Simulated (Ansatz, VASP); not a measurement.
**Two plane-wave programs on BaTiO3**

```xyz
5
Lattice="3.9998 0.0000 0.0000 0.0000 3.9998 0.0000 0.0000 0.0000 4.0984" Properties=species:S:1:pos:R:3 pbc="T T T"
Ba    0.0000    0.0000   -0.0305
Ti    1.9999    1.9999    1.9496
O     1.9999    1.9999    0.1215
O     1.9999    0.0000    2.1108
O     0.0000    1.9999    2.1108
```

Change from the starting cell: z stretched by +2 %, ions relaxed.

Alike in both runs: functional PBE; k mesh 8 × 8 × 8; occupations fermi-dirac, width 0.02 eV; no spin polarisation.

Ansatz relaxed the structure, and its values are those at the end. VASP's run is a single point on that final structure, the one shown.

|  | VASP | Ansatz |
| --- | --- | --- |
| version | VASP 6.6.1 | Ansatz 0.2.0 |
| potentials or method | VASP PAW PBE potentials, release 64 (Ba_sv, Ti_sv, O) | plane-wave PAW, scalar-relativistic |
| plane-wave cutoff (eV) | 520 | 420 |
| valence electrons in the cell | 40 | 40 |

Ansatz gave:

* gap on the k mesh at the Fermi level (eV): 1.84
* pressure (GPa): 1.1
* rms of the force components (eV/Å): 0.001

**Question.** What did VASP give for the same quantities?

**Answer.** gap on the k mesh at the Fermi level (eV): 1.78; pressure (GPa): 2.8; rms of the force components (eV/Å): 0.030.

Ansatz's warnings: stress scf threshold loose.

Spin-orbit coupling is off throughout.
